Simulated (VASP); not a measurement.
# TiB2 (P-1) in VASP: single point with PBEsol

Aim: the single point of TiB2 with PBEsol.

Everything below comes from runs of VASP 6.6.1. Logs are shortened: lines on timing, memory, paths and dates and some standing lists are left out, and cuts for length are marked.

## Step 1: The cell of the first run

The typed cell holds 3 atoms: a = 3.030 Å, b = 3.069 Å, c = 3.229 Å, α = 90.62°, β = 91.71°, γ = 121.27°.

## Step 2: Single point, PBEsol (equal xy, yz and zx shear strains of -3 %)

INCAR reads:

```
SYSTEM = TiB2
PREC     = Accurate       ! precision mode
ENCUT    = 520            ! plane-wave cutoff, eV
EDIFF    = 1E-6           ! SCF threshold, eV
ISMEAR   = -1             ! smearing method
SIGMA    = 0.08           ! smearing width, eV
LREAL    = .False.        ! projectors in reciprocal space
LASPH    = .True.         ! aspherical terms in the spheres
NELM     = 100            ! most SCF steps
ALGO     = Normal         ! electronic algorithm
ISIF     = 2              ! what is computed and relaxed
LWAVE    = .False.        ! write WAVECAR
LCHARG   = .False.        ! write CHGCAR
GGA      = PS             ! functional
NBANDS   = 16             ! bands
```

KPOINTS reads:

```
Automatic mesh
0
Gamma
  15 15 13
  0 0 0
```

POSCAR reads:

```
TiB2
1.0
    3.0291982016     -0.0454379730     -0.0454379730
   -1.5539495397      2.6460815822     -0.0166314524
   -0.0484260000     -0.0484260000      3.2284000000
Ti B
1 2
Direct
    0.0000000000      0.0000000000      0.0000000000
    0.3333333333      0.6666666667      0.5000000000
    0.6666666667      0.3333333333      0.5000000000
```

Potentials or basis: VASP PAW PBE potentials, release 64 (Ti_sv, B).

Started as:

```sh
> cat potpaw_PBE.64/Ti_sv/POTCAR potpaw_PBE.64/B/POTCAR > POTCAR
> mpirun -np 1 vasp_std > vasp.out
```

OUTCAR:

```text
SYSTEM = TiB2
   PREC = Accurate
   ENCUT = 520
   EDIFF = 1E-6
   ISMEAR = -1
   LREAL = .False.
   LASPH = .True.
   NELM = 100
   ISIF = 2
   GGA = PS

 ion  position               nearest neighbor table
   1  0.000  0.000  0.000-   3 2.31   2 2.31   3 2.34   2 2.34   2 2.38   3 2.38   2 2.41   3 2.41
                             2 2.41   3 2.41   3 2.42   2 2.42
   2  0.333  0.667  0.500-   3 1.73   3 1.75   3 1.77   1 2.31   1 2.34   1 2.38   1 2.41   1 2.41
                             1 2.42
   3  0.667  0.333  0.500-   2 1.73   2 1.75   2 1.77   1 2.31   1 2.34   1 2.38   1 2.41   1 2.41
                             1 2.42

  LATTYP: Found a triclinic cell.
 ALAT       =     2.9905782735
 B/A-ratio  =     1.0261151964
 C/A-ratio  =     1.0797665244
 COS(alpha) =     0.0107557748
 COS(beta)  =     0.0411893907
 COS(gamma) =     0.5001661615

  Lattice vectors:

 A1 = (  -1.4752486619,  -2.6006436092,   0.0620694254)
 A2 = (   1.5539495397,  -2.6460815822,   0.0166314524)
 A3 = (  -0.0484260000,  -0.0484260000,   3.2284000000)

Analysis of symmetry for initial positions (statically):
=====================================================================
 Subroutine PRICEL returns:
 Original cell was already a primitive cell.

 Routine SETGRP: Setting up the symmetry group for a
 triclinic supercell.

 Subroutine GETGRP returns: Found  2 space group operations
 (whereof  2 operations were pure point group operations)
 out of a pool of  2 trial point group operations.

The static configuration has the point symmetry S_2 .

Analysis of symmetry for dynamics (positions and initial velocities):
=====================================================================
 Subroutine PRICEL returns:
 Original cell was already a primitive cell.

 Routine SETGRP: Setting up the symmetry group for a
 triclinic supercell.

 Subroutine GETGRP returns: Found  2 space group operations
 (whereof  2 operations were pure point group operations)
 out of a pool of  2 trial point group operations.

The dynamic configuration has the point symmetry S_2 .

 Subroutine INISYM returns: Found  2 space group operations
 (whereof  2 operations are pure point group operations),
 and found     1 'primitive' translations

----------------------------------------------------------------------------------------

                                     Primitive cell

  volume of cell :      25.6376

  direct lattice vectors                    reciprocal lattice vectors
     3.029198202 -0.045437973 -0.045437973     0.333175035  0.195711704  0.007933301
    -1.553949540  2.646081582 -0.016631452     0.005807579  0.381364384  0.005807579
    -0.048426000 -0.048426000  3.228400000     0.004719176  0.004719176  0.309892535

  length of vectors
     3.029879695  3.068677812  3.229126308     0.386486238  0.381452815  0.309964393

  position of ions in fractional coordinates (direct lattice)
     0.000000000  0.000000000  0.000000000
     0.333333333  0.666666667  0.500000000
     0.666666667  0.333333333  0.500000000

  ion indices of the primitive-cell ions
   primitive index   ion index
                 1           1
                 2           2
                 3           3

----------------------------------------------------------------------------------------

 KPOINTS: Automatic mesh

Automatic generation of k-mesh.
 Grid dimensions read from file:
 generate k-points for:   15   15   13

 Generating k-lattice:

  Cartesian coordinates                     Fractional coordinates (reciprocal lattice)
     0.022211669  0.013047447  0.000528887     0.066666667 -0.000000000  0.000000000
     0.000387172  0.025424292  0.000387172    -0.000000000  0.066666667  0.000000000
     0.000363014  0.000363014  0.023837887     0.000000000 -0.000000000  0.076923077

  Length of vectors
     0.025765749  0.025430188  0.023843415

  Shift w.r.t. Gamma in fractional coordinates (k-lattice)
     0.000000000  0.000000000  0.000000000

 Subroutine IBZKPT returns following result:
 ===========================================

 Found   1463 irreducible k-points:

 Following reciprocal coordinates:
            Coordinates               Weight
  0.000000  0.000000  0.000000      1.000000
  0.066667  0.000000  0.000000      2.000000
  0.133333  0.000000 -0.000000      2.000000
  0.200000  0.000000  0.000000      2.000000
  0.266667  0.000000 -0.000000      2.000000
  0.333333  0.000000  0.000000      2.000000
[... 16 lines left out ...]
 -0.066667  0.066667 -0.000000      2.000000
  0.000000  0.133333 -0.000000      2.000000
 [... further k-points ...]
   k-points           NKPTS =   1463   k-points in BZ     NKDIM =   1463   number of bands    NBANDS=     16
   number of dos      NEDOS =    301   number of ions     NIONS =      3
   total plane-waves  NPLWV =  13824
   dimension x,y,z NGX =    24 NGY =   24 NGZ =   24
   dimension x,y,z NGXF=    48 NGYF=   48 NGZF=   48
   ions per type =               1   2
   NGX,Y,Z   is equivalent  to a cutoff of  13.17, 13.00, 12.36 a.u.
   NGXF,Y,Z  is equivalent  to a cutoff of  26.34, 26.00, 24.71 a.u.
 SYSTEM =  TiB2
   PREC   = accura    normal or accurate (medium, high low for compatibility)
   ISTART =      0    job   : 0-new  1-cont  2-samecut
   ICHARG =      2    charge: 1-file 2-atom 10-const
   ISPIN  =      1    spin polarized calculation?
   LNONCOLLINEAR =      F non collinear calculations
   LSORBIT =      F    spin-orbit coupling
   LASPH  =      T    aspherical Exc in radial PAW
   ENCUT  =  520.0 eV  38.22 Ry    6.18 a.u.   5.63  5.71  6.00*2*pi/ulx,y,z
   NELM   =    100;   NELMIN=  2; NELMDL= -5     # of ELM steps
   EDIFF  = 0.1E-05   stopping-criterion for ELM
   LREAL  =      F    real-space projection
   EDIFFG = 0.1E-04   stopping-criterion for IOM
   NSW    =      0    number of steps for IOM
   IBRION =     -1    ionic relax: 0-MD 1-quasi-New 2-CG
   NFREE  =      0    steps in history (QN), initial steepest desc. (CG)
   ISIF   =      2    stress and relaxation
   ISYM   =      2    0-nonsym 1-usesym 2-fastsym
   POTIM  = 0.5000    time-step for ionic-motion
   TEBEG  =    0.0;   TEEND  =   0.0 temperature during run
   PSTRESS=    0.0 pullay stress
   NELECT =      18.0000    total number of electrons
   NUPDOWN=      -1.0000    fix difference up-down
   EMIN   =  10.00;   EMAX   =-10.00  energy-range for DOS
   EFERMI =   0.00;   METHOD = LEGACY
   ISMEAR =    -1;   SIGMA  =   0.08  broadening in eV -4-tet -1-fermi 0-gaus
   EFERMI_NEDOS =   21; number of points for ismear=-14 and -15
   IALGO  =     38    algorithm
   IMIX   =      4    mixing-type and parameters
     AMIX     =   0.40;   BMIX     =  1.00
     AMIX_MAG =   1.60;   BMIX_MAG =  1.00
  volume/ion in A,a.u.               =       8.55        57.67
  Fermi-wavevector in a.u.,A,eV,Ry     =   1.455034  2.749616 28.805238  2.117125
  Thomas-Fermi vector in A             =   2.572116
   LORBIT       =      0    0 simple, 1 ext, 2 COOP (PROOUT), +10 PAW based schemes
   GGA     = PS    functional components
   LHFCALC =     F    Hartree Fock is set to
   AEXX    =    0.0000 exact exchange contribution
   IVDW    =     0    specifies the selected vdW correction
   LEPSILON=     F    determine dielectric tensor
   LRPA    =     F    only Hartree local field effects (RPA)
 non-spin polarized calculation
  energy-cutoff  :      520.00
  volume of cell :       25.64
 maximum number of plane-waves:       705
   NGX = 11   NGY = 11   NGZ = 11

 number of electron      18.0000002 magnetization

 Free energy of the ion-electron system (eV)
  ---------------------------------------------------
  ext. energy  EPLUGINS =         0.00000000
  ---------------------------------------------------
  free energy    TOTEN  =       -25.72695185 eV

  energy without entropy =      -25.71898558  energy(sigma->0) =      -25.72296872

 E-fermi :   9.9141     XC(G=0): -12.8736

 val. band max:        9.9124679012   @ k =  -0.2667   0.4667   0.0000
 cond. band min:       9.9205378069   @ k =   0.0667   0.0667   0.3077
 fundamental gap:      0.0080699057
 Fermi energy:         9.9140587340

 k-point     1 :       0.0000    0.0000    0.0000
  band No.  band energies     occupation
      1     -46.7801      2.00000
      2     -23.2428      2.00000
      3     -22.9407      2.00000
      4     -22.8957      2.00000
      5      -3.5574      2.00000
      6       7.1603      2.00000
[... 8 lines left out ...]
     15      15.8506      0.00000
     16      17.0419      0.00000

 k-point     2 :       0.0667    0.0000    0.0000
  band No.  band energies     occupation
      1     -46.7775      2.00000
      2     -23.2396      2.00000
      3     -22.9465      2.00000
      4     -22.9137      2.00000
      5      -3.4692      2.00000
      6       7.1034      2.00000
[... 8 lines left out ...]
     15      16.1822      0.00000
     16      17.3678      0.00000

 k-point     3 :       0.1333    0.0000   -0.0000
  band No.  band energies     occupation
      1     -46.7701      2.00000
      2     -23.2308      2.00000
      3     -22.9763      2.00000
      4     -22.9508      2.00000
      5      -3.2080      2.00000
      6       6.5201      2.00000
[... 8 lines left out ...]
     15      17.2965      0.00000
     16      18.2202      0.00000

 k-point     4 :       0.2000    0.0000    0.0000
  band No.  band energies     occupation
      1     -46.7593      2.00000
      2     -23.2180      2.00000
      3     -23.0508      2.00000
      4     -22.9737      2.00000
      5      -2.7835      2.00000
      6       5.5944      2.00000
[... 8 lines left out ...]
     15      17.7428      0.00000
     16      18.7365      0.00000

 k-point     5 :       0.2667    0.0000   -0.0000
  band No.  band energies     occupation
      1     -46.7468      2.00000
      2     -23.2054      2.00000
      3     -23.1367      2.00000
      4     -22.9963      2.00000
      5      -2.2101      2.00000
      6       4.5346      2.00000
[... 8 lines left out ...]
     15      17.1798      0.00000
     16      19.1843      0.00000

 k-point     6 :       0.3333    0.0000    0.0000
  band No.  band energies     occupation
      1     -46.7348      2.00000
      2     -23.2318      2.00000
      3     -23.1796      2.00000
      4     -23.0173      2.00000
      5      -1.5042      2.00000
      6       3.4280      2.00000
[... 8 lines left out ...]
     15      17.1526      0.00000
     16      18.9554      0.00000
[... 267 lines left out ...]
 k-point    21 :      -0.2000    0.0667   -0.0000
  band No.  band energies     occupation
      1     -46.7641      2.00000
      2     -23.2233      2.00000
      3     -23.0304      2.00000
      4     -22.9529      2.00000
      5      -2.9602      2.00000
      6       5.9500      2.00000
[... 8 lines left out ...]
     15      18.0244      0.00000
     16      18.0878      0.00000

 k-point    22 :      -0.1333    0.0667    0.0000
  band No.  band energies     occupation
      1     -46.7730      2.00000
      2     -23.2341      2.00000
      3     -22.9813      2.00000
      4     -22.9206      2.00000
      5      -3.3011      2.00000
      6       6.5859      2.00000
[... 8 lines left out ...]
     15      16.8949      0.00000
     16      17.8480      0.00000

 k-point    23 :      -0.0667    0.0667   -0.0000
  band No.  band energies     occupation
      1     -46.7778      2.00000
      2     -23.2399      2.00000
      3     -22.9576      2.00000
      4     -22.9002      2.00000
      5      -3.4737      2.00000
      6       6.9167      2.00000
[... 8 lines left out ...]
     15      16.3497      0.00000
     16      17.2414      0.00000

 k-point    24 :       0.0000    0.1333   -0.0000
  band No.  band energies     occupation
      1     -46.7708      2.00000
      2     -23.2313      2.00000
      3     -22.9930      2.00000
      4     -22.9297      2.00000
      5      -3.2168      2.00000
      6       6.3884      2.00000
[... 8 lines left out ...]
     15      17.2789      0.00000
     16      18.1543      0.00000

 [... further k-points ...]
[... 5 lines left out ...]
  --------------------------------------------------------------------------------------
  -------------------------------------------------------------------------------------
  Total       -0.4704428     -0.4967571     -0.9180642      1.4671255      1.2839920      1.2858507
  in kB      -29.3995172    -31.0439859    -57.3728539     91.6855069     80.2408859     80.3570457
  external PRESSURE =     -39.2721190 kB  Pullay stress =       0.0000000 kB

 VOLUME and BASIS-vectors are now :
 -----------------------------------------------------------------------------
  energy-cutoff  :      520.00
  volume of cell :       25.64
      direct lattice vectors                 reciprocal lattice vectors
     3.029198202 -0.045437973 -0.045437973     0.333175035  0.195711704  0.007933301
    -1.553949540  2.646081582 -0.016631452     0.005807579  0.381364384  0.005807579
    -0.048426000 -0.048426000  3.228400000     0.004719176  0.004719176  0.309892535

 POSITION                                       TOTAL-FORCE (eV/Angst)
 -----------------------------------------------------------------------------------
      0.00000      0.00000      0.00000         0.000000     -0.000000      0.000000
     -0.05045      1.72470      1.58797         0.103958      0.012835     -0.011257
      1.47727      0.82752      1.57836        -0.103958     -0.012835      0.011257
 -----------------------------------------------------------------------------------
    total drift:                               -0.000000      0.000000      0.000000

  FREE ENERGIE OF THE ION-ELECTRON SYSTEM (eV)
  ---------------------------------------------------
  free  energy   TOTEN  =       -25.7269518506 eV

  energy  without entropy=      -25.7189855842  energy(sigma->0) =      -25.72296872
```

It took 3.1 min on 1 thread of Intel Xeon Platinum 8488C (Sapphire Rapids), shared host; peak memory 0.64 GiB.

What came out:

```
Free energy            : -25.7270 eV
Pressure               : -3.9 GPa
Largest force          : 0.105 eV/Å
Band gap on the k mesh : zero (bands 9 and 10 overlap by 0.40 eV)
```

Forces on the atoms (eV/Å):
```
Ti   0.000  0.000  0.000
B    0.104  0.013 -0.011
B   -0.104 -0.013  0.011
```

Stress tensor (GPa, compression positive):
```
-2.94  9.17  8.04
 9.17 -3.10  8.02
 8.04  8.02 -5.74
```

Levels at points of the mesh, in eV from the Fermi level:
```
           k point  band 7  band 8  band 9  band 10  band 11  band 12
(0.00, 0.00, 0.00)   -2.47   -2.29   -2.12     1.83     1.89     3.68
```

Caveat: the cell differs from its parent crystal (equal xy, yz and zx shear strains of -3 %); the cell stands under tension; the PAW data sets were made with another functional, which shifts forces and pressure a little.
